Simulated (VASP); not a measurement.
# SiC (F-43m) in VASP: single point with PBE

Aim: the single point of SiC with PBE.

Everything below comes from runs of VASP 6.6.1. Logs are shortened: lines on timing, memory, paths and dates and some standing lists are left out, and cuts for length are marked.

## Step 1: The cell of the first run

Symmetry: F-43m, No. 216, cubic system. Conventional cell: a = 4.358 Å, b = 4.358 Å, c = 4.358 Å, α = 90.00°, β = 90.00°, γ = 90.00°. Within 2.5 Å of Si (site symmetry -43m) lie 4 C at 1.89 Å. C (site symmetry -43m) has 4 Si at 1.89 Å within 2.5 Å.

## Step 2: Single point, PBE

File INCAR:

```
SYSTEM = SiC
PREC = Accurate ; ENCUT = 600
EDIFF = 1E-6 ; ISMEAR = -1
SIGMA = 0.02 ; LREAL = .False.
LASPH = .True. ; NELM = 120
ALGO = Normal ; ISIF = 2
LWAVE = .False. ; LCHARG = .True.
GGA = PE ; LELF = .True.
LVHAR = .True. ; NBANDS = 46
GGA_COMPAT = .False.
```

File KPOINTS:

```
regular mesh
0
Gamma
  2 2 2
  0 0 0
```

File POSCAR:

```
SiC
1.0
    0.0000000000      4.3580000000      4.3580000000
    4.3580000000      0.0000000000      4.3580000000
    4.3580000000      4.3580000000      0.0000000000
Si C
8 8
Direct
    0.0000000000      0.0000000000      0.0000000000
    0.0000000000      0.0000000000      0.5000000000
    0.0000000000      0.5000000000      0.0000000000
    0.0000000000      0.5000000000      0.5000000000
    0.5000000000      0.0000000000      0.0000000000
    0.5000000000      0.0000000000      0.5000000000
    0.5000000000      0.5000000000      0.0000000000
    0.5000000000      0.5000000000      0.5000000000
    0.1250000000      0.1250000000      0.1250000000
    0.1250000000      0.1250000000      0.6250000000
    0.1250000000      0.6250000000      0.1250000000
    0.1250000000      0.6250000000      0.6250000000
    0.6250000000      0.1250000000      0.1250000000
    0.6250000000      0.1250000000      0.6250000000
    0.6250000000      0.6250000000      0.1250000000
    0.6250000000      0.6250000000      0.6250000000
```

Potentials or basis: VASP PAW PBE potentials, release 64 (Si, C).

On the command line:

```
$ cat potpaw_PBE.64/Si/POTCAR potpaw_PBE.64/C/POTCAR > POTCAR
$ mpirun -np 1 vasp_std > vasp.out
```

OUTCAR:

```text
SYSTEM = SiC
   PREC = Accurate
   ENCUT = 600
   EDIFF = 1E-6
   ISMEAR = -1
   LREAL = .False.
   LASPH = .True.
   NELM = 120
   ISIF = 2
   GGA = PE

 ion  position               nearest neighbor table
   1  0.000  0.000  0.000-  10 1.89  11 1.89  13 1.89   9 1.89   3 3.08   5 3.08   2 3.08   2 3.08
                             4 3.08   6 3.08   3 3.08   4 3.08   7 3.08   5 3.08   6 3.08   7 3.08
   2  0.000  0.000  0.500-   9 1.89  12 1.89  14 1.89  10 1.89   4 3.08   6 3.08   1 3.08   1 3.08
                             3 3.08   5 3.08   3 3.08   4 3.08   8 3.08   5 3.08   6 3.08   8 3.08
   3  0.000  0.500  0.000-   9 1.89  12 1.89  15 1.89  11 1.89   4 3.08   7 3.08   1 3.08   2 3.08
                             4 3.08   8 3.08   1 3.08   2 3.08   5 3.08   5 3.08   7 3.08   8 3.08
   4  0.000  0.500  0.500-  10 1.89  11 1.89  16 1.89  12 1.89   3 3.08   8 3.08   2 3.08   1 3.08
                             3 3.08   7 3.08   1 3.08   2 3.08   6 3.08   6 3.08   7 3.08   8 3.08
   5  0.500  0.000  0.000-   9 1.89  14 1.89  15 1.89  13 1.89   6 3.08   7 3.08   1 3.08   2 3.08
                             6 3.08   8 3.08   3 3.08   7 3.08   8 3.08   1 3.08   2 3.08   3 3.08
   6  0.500  0.000  0.500-  10 1.89  13 1.89  16 1.89  14 1.89   5 3.08   8 3.08   2 3.08   1 3.08
                             5 3.08   7 3.08   4 3.08   7 3.08   8 3.08   1 3.08   2 3.08   4 3.08
   7  0.500  0.500  0.000-  11 1.89  13 1.89  16 1.89  15 1.89   5 3.08   8 3.08   3 3.08   4 3.08
                             6 3.08   8 3.08   1 3.08   5 3.08   6 3.08   1 3.08   3 3.08   4 3.08
   8  0.500  0.500  0.500-  12 1.89  14 1.89  15 1.89  16 1.89   6 3.08   7 3.08   4 3.08   3 3.08
                             5 3.08   7 3.08   2 3.08   5 3.08   6 3.08   2 3.08   3 3.08   4 3.08
   9  0.125  0.125  0.125-   2 1.89   3 1.89   5 1.89   1 1.89
  10  0.125  0.125  0.625-   1 1.89   4 1.89   6 1.89   2 1.89
  11  0.125  0.625  0.125-   1 1.89   4 1.89   7 1.89   3 1.89
  12  0.125  0.625  0.625-   2 1.89   3 1.89   8 1.89   4 1.89
  13  0.625  0.125  0.125-   1 1.89   6 1.89   7 1.89   5 1.89
  14  0.625  0.125  0.625-   2 1.89   5 1.89   8 1.89   6 1.89
  15  0.625  0.625  0.125-   3 1.89   5 1.89   8 1.89   7 1.89
  16  0.625  0.625  0.625-   4 1.89   6 1.89   7 1.89   8 1.89

  LATTYP: Found a face centered cubic cell.
 ALAT       =     8.7160000000

  Lattice vectors:

 A1 = (   0.0000000000,   4.3580000000,   4.3580000000)
 A2 = (   4.3580000000,   0.0000000000,   4.3580000000)
 A3 = (   4.3580000000,   4.3580000000,   0.0000000000)

Analysis of symmetry for initial positions (statically):
=====================================================================
 Subroutine PRICEL returns following result:

  LATTYP: Found a face centered cubic cell.
 ALAT       =     4.3580000000

  Lattice vectors:

 A1 = (   0.0000000000,   2.1790000000,   2.1790000000)
 A2 = (   2.1790000000,   0.0000000000,   2.1790000000)
 A3 = (   2.1790000000,   2.1790000000,   0.0000000000)

   8 primitive cells build up your supercell.

 Routine SETGRP: Setting up the symmetry group for a
 face centered cubic supercell.

 Subroutine GETGRP returns: Found 24 space group operations
 (whereof 24 operations were pure point group operations)
 out of a pool of 48 trial point group operations.

The static configuration has the point symmetry T_d .

Analysis of symmetry for dynamics (positions and initial velocities):
=====================================================================
 Subroutine PRICEL returns following result:

  LATTYP: Found a face centered cubic cell.
 ALAT       =     4.3580000000

  Lattice vectors:

 A1 = (   0.0000000000,   2.1790000000,   2.1790000000)
 A2 = (   2.1790000000,   0.0000000000,   2.1790000000)
 A3 = (   2.1790000000,   2.1790000000,   0.0000000000)

   8 primitive cells build up your supercell.

 Routine SETGRP: Setting up the symmetry group for a
 face centered cubic supercell.

 Subroutine GETGRP returns: Found 24 space group operations
 (whereof 24 operations were pure point group operations)
 out of a pool of 48 trial point group operations.

The dynamic configuration has the point symmetry T_d .

 Subroutine INISYM returns: Found 24 space group operations
 (whereof 24 operations are pure point group operations),
 and found     8 'primitive' translations

----------------------------------------------------------------------------------------

                                     Primitive cell

  volume of cell :      20.6920

  direct lattice vectors                    reciprocal lattice vectors
     0.000000000  2.179000000  2.179000000    -0.229463056  0.229463056  0.229463056
     2.179000000  0.000000000  2.179000000     0.229463056 -0.229463056  0.229463056
     2.179000000  2.179000000  0.000000000     0.229463056  0.229463056 -0.229463056

  length of vectors
     3.081571352  3.081571352  3.081571352     0.397441672  0.397441672  0.397441672

  position of ions in fractional coordinates (direct lattice)
     0.000000000  0.000000000  0.000000000
     0.250000000  0.250000000  0.250000000

  ion indices of the primitive-cell ions
   primitive index   ion index
                 1           1
                 2           9

----------------------------------------------------------------------------------------

 KPOINTS: regular mesh

Automatic generation of k-mesh.
 Grid dimensions read from file:
 generate k-points for:    2    2    2

 Generating k-lattice:

  Cartesian coordinates                     Fractional coordinates (reciprocal lattice)
    -0.057365764  0.057365764  0.057365764     0.500000000  0.000000000  0.000000000
     0.057365764 -0.057365764  0.057365764     0.000000000  0.500000000  0.000000000
     0.057365764  0.057365764 -0.057365764     0.000000000  0.000000000  0.500000000

  Length of vectors
     0.099360418  0.099360418  0.099360418

  Shift w.r.t. Gamma in fractional coordinates (k-lattice)
     0.000000000  0.000000000  0.000000000

 Subroutine IBZKPT returns following result:
 ===========================================

 Found      3 irreducible k-points:

 Following reciprocal coordinates:
            Coordinates               Weight
  0.000000  0.000000  0.000000      1.000000
  0.500000  0.000000  0.000000      4.000000
  0.500000  0.500000  0.000000      3.000000
   k-points           NKPTS =      3   k-points in BZ     NKDIM =      3   number of bands    NBANDS=     46
   number of dos      NEDOS =    301   number of ions     NIONS =     16
   total plane-waves  NPLWV = 125000
   dimension x,y,z NGX =    50 NGY =   50 NGZ =   50
   dimension x,y,z NGXF=   100 NGYF=  100 NGZF=  100
   ions per type =               8   8
   NGX,Y,Z   is equivalent  to a cutoff of  13.49, 13.49, 13.49 a.u.
   NGXF,Y,Z  is equivalent  to a cutoff of  26.97, 26.97, 26.97 a.u.
 SYSTEM =  SiC
   PREC   = accura    normal or accurate (medium, high low for compatibility)
   ISTART =      0    job   : 0-new  1-cont  2-samecut
   ICHARG =      2    charge: 1-file 2-atom 10-const
   ISPIN  =      1    spin polarized calculation?
   LNONCOLLINEAR =      F non collinear calculations
   LSORBIT =      F    spin-orbit coupling
   LASPH  =      T    aspherical Exc in radial PAW
   ENCUT  =  600.0 eV  44.10 Ry    6.64 a.u.  12.31 12.31 12.31*2*pi/ulx,y,z
   NELM   =    120;   NELMIN=  2; NELMDL= -5     # of ELM steps
   EDIFF  = 0.1E-05   stopping-criterion for ELM
   LREAL  =      F    real-space projection
   EDIFFG = 0.1E-04   stopping-criterion for IOM
   NSW    =      0    number of steps for IOM
   IBRION =     -1    ionic relax: 0-MD 1-quasi-New 2-CG
   NFREE  =      0    steps in history (QN), initial steepest desc. (CG)
   ISIF   =      2    stress and relaxation
   ISYM   =      2    0-nonsym 1-usesym 2-fastsym
   POTIM  = 0.5000    time-step for ionic-motion
   TEBEG  =    0.0;   TEEND  =   0.0 temperature during run
   PSTRESS=    0.0 pullay stress
   NELECT =      64.0000    total number of electrons
   NUPDOWN=      -1.0000    fix difference up-down
   EMIN   =  10.00;   EMAX   =-10.00  energy-range for DOS
   EFERMI =   0.00;   METHOD = LEGACY
   ISMEAR =    -1;   SIGMA  =   0.02  broadening in eV -4-tet -1-fermi 0-gaus
   EFERMI_NEDOS =   21; number of points for ismear=-14 and -15
   IALGO  =     38    algorithm
   IMIX   =      4    mixing-type and parameters
     AMIX     =   0.40;   BMIX     =  1.00
     AMIX_MAG =   1.60;   BMIX_MAG =  1.00
  volume/ion in A,a.u.               =      10.35        69.82
  Fermi-wavevector in a.u.,A,eV,Ry     =   1.192626  2.253736 19.352338  1.422357
  Thomas-Fermi vector in A             =   2.328660
   LORBIT       =      0    0 simple, 1 ext, 2 COOP (PROOUT), +10 PAW based schemes
   GGA     = PE    functional components
   LHFCALC =     F    Hartree Fock is set to
   AEXX    =    0.0000 exact exchange contribution
   IVDW    =     0    specifies the selected vdW correction
   LEPSILON=     F    determine dielectric tensor
   LRPA    =     F    only Hartree local field effects (RPA)
 non-spin polarized calculation
  energy-cutoff  :      600.00
  volume of cell :      165.54
 maximum number of plane-waves:      5577
 NGX is ok and might be reduce to    50
   NGX = 25   NGY = 25   NGZ = 25

 number of electron      64.0000005 magnetization

 Free energy of the ion-electron system (eV)
  ---------------------------------------------------
  ext. energy  EPLUGINS =         0.00000000
  ---------------------------------------------------
  free energy    TOTEN  =      -119.46696254 eV

  energy without entropy =     -119.46696254  energy(sigma->0) =     -119.46696254

 E-fermi :   8.6331     XC(G=0): -11.3405

 val. band max:        8.1645215233   @ k =   0.0000   0.0000   0.0000
 cond. band min:       9.4748207325   @ k =   0.0000   0.0000   0.0000
 fundamental gap:      1.3102992092
 Fermi energy:         8.6330853468

 k-point     1 :       0.0000    0.0000    0.0000
  band No.  band energies     occupation
      1      -7.2649      2.00000
      2      -3.6870      2.00000
      3      -3.6870      2.00000
      4      -3.6870      2.00000
      5      -3.6870      2.00000
      6      -2.2287      2.00000
[... 36 lines left out ...]
     43      14.3882      0.00000
     44      15.3417      0.00000

 k-point     2 :       0.5000    0.0000    0.0000
  band No.  band energies     occupation
      1      -6.0673      2.00000
      2      -6.0673      2.00000
      3      -3.3044      2.00000
      4      -3.3044      2.00000
      5      -3.3044      2.00000
      6      -3.3044      2.00000
[... 36 lines left out ...]
     43      16.0942      0.00000
     44      16.1066      0.00000

 k-point     3 :       0.5000    0.5000    0.0000
  band No.  band energies     occupation
      1      -5.6646      2.00000
      2      -5.6646      2.00000
      3      -4.2339      2.00000
      4      -4.2339      2.00000
      5      -4.2339      2.00000
      6      -4.2339      2.00000
[... 36 lines left out ...]
     43      16.9059      0.00000
     44      16.9059      0.00000
 [bands above 44 left out]

------------------------ aborting loop because EDIFF is reached ----------------------------------------

  FORCE on cell =-STRESS in cart. coord.  units (eV):
  Direction    XX          YY          ZZ          XY          YZ          ZX
  --------------------------------------------------------------------------------------
  -------------------------------------------------------------------------------------
  Total        3.5835575      3.5835575      3.5835575     -0.0000000      0.0000000     -0.0000000
  in kB       34.6843279     34.6843279     34.6843279     -0.0000000      0.0000000     -0.0000000
  external PRESSURE =      34.6843279 kB  Pullay stress =       0.0000000 kB

 VOLUME and BASIS-vectors are now :
 -----------------------------------------------------------------------------
  energy-cutoff  :      600.00
  volume of cell :      165.54
      direct lattice vectors                 reciprocal lattice vectors
     0.000000000  4.358000000  4.358000000    -0.114731528  0.114731528  0.114731528
     4.358000000  0.000000000  4.358000000     0.114731528 -0.114731528  0.114731528
     4.358000000  4.358000000  0.000000000     0.114731528  0.114731528 -0.114731528

 POSITION                                       TOTAL-FORCE (eV/Angst)
 -----------------------------------------------------------------------------------
      0.00000      0.00000      0.00000         0.000000      0.000000     -0.000000
      2.17900      2.17900      0.00000         0.000000      0.000000     -0.000000
      2.17900      0.00000      2.17900         0.000000      0.000000     -0.000000
      4.35800      2.17900      2.17900         0.000000      0.000000     -0.000000
      0.00000      2.17900      2.17900         0.000000      0.000000     -0.000000
      2.17900      4.35800      2.17900         0.000000      0.000000     -0.000000
[... 8 lines left out ...]
      3.26850      3.26850      5.44750        -0.000000     -0.000000     -0.000000
      5.44750      5.44750      5.44750        -0.000000     -0.000000      0.000000
 -----------------------------------------------------------------------------------
    total drift:                                0.000000      0.000000      0.000000

  FREE ENERGIE OF THE ION-ELECTRON SYSTEM (eV)
  ---------------------------------------------------
  free  energy   TOTEN  =      -119.4669625366 eV

  energy  without entropy=     -119.4669625366  energy(sigma->0) =     -119.46696254
```

It took 44 s on 1 thread of AMD EPYC 7R13 (Zen 3), shared host; peak memory 0.3 GiB.

What came out:

- Free energy: -119.4670 eV
- Pressure: 3.5 GPa
- Band gap on the k mesh: 1.31 eV

Levels at points of the mesh, in eV from the valence-band top:
```tsv
k point	band 30	band 31	band 32	band 33	band 34	band 35
(0.00, 0.00, 0.00)	0.00	0.00	0.00	1.31	1.31	1.31
(0.50, 0.00, 0.00)	-0.61	-0.61	-0.61	3.68	3.68	3.68
(0.50, 0.50, 0.00)	-1.19	-1.19	-1.19	4.01	4.01	5.18
```

Caveat: the k points lie up to 0.62 Å⁻¹ apart.
